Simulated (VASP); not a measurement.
Wanted: the native input for a VASP 6.6.1 run.

- Task: single point
- Functional: PBE
- Dispersion: D3(BJ)
- Potentials or basis: VASP PAW PBE potentials, release 64 (S, W_sv)
- Cutoff: 520 eV
- k mesh: 9 × 9 × 1
- Occupations: gaussian, width 0.05 eV
- Spin: no spin polarisation
- Dipole correction: yes
- Further INCAR settings: ALGO = Normal; EDIFF = 1e-06; NBANDS = 35

The structure of WS2 lies in POSCAR:

```
WS2
1.0
    3.1595456682      0.0000000000      0.0000000000
   -1.5797728341      2.7362468131      0.0000000000
    0.0000000000      0.0000000000     23.8042574330
S W
4 2
Direct
    0.3333333333      0.6666666667      0.1890418137
    0.3333333333      0.6666666667      0.3214605092
    0.5000000000      1.0000000000      0.4575706151
    0.5000000000      1.0000000000      0.5899893106
    0.6666666667      0.3333333333      0.2552511584
    0.1666666667      1.3333333333      0.5237799598
```

One way to write it, as run:

INCAR

```
PREC = Accurate ; ENCUT = 520
EDIFF = 1E-6 ; ISMEAR = 0
SIGMA = 0.05 ; LREAL = False
LASPH = True ; NELM = 100
ALGO = Normal ; ISIF = 2
LWAVE = False ; LCHARG = False
LDIPOL = True ; IDIPOL = 3
DIPOL = 0.5 0.5 0.390 ; GGA = PE
IVDW = 12 ; NBANDS = 35
```

KPOINTS

```
regular mesh
0
Gamma
  9 9 1
```

Potentials or basis: VASP PAW PBE potentials, release 64 (S, W_sv).

Command:

```bash
$ cat potpaw_PBE.64/S/POTCAR potpaw_PBE.64/W_sv/POTCAR > POTCAR
$ mpirun -np 1 vasp_std > vasp.out
```

It gave:

- Largest force: 0.076 eV/Å
- Band gap on the k mesh: 1.62 eV, indirect (least direct gap 1.90 eV)
- Dispersion energy per atom: -0.359 eV

Caveat: spin-orbit coupling is left out, which moves the levels of the heavy elements.

Run time: 4.9 min on 1 thread of AMD EPYC 9R45 (Zen 5), with other jobs on the host, peak memory 0.34 GiB.
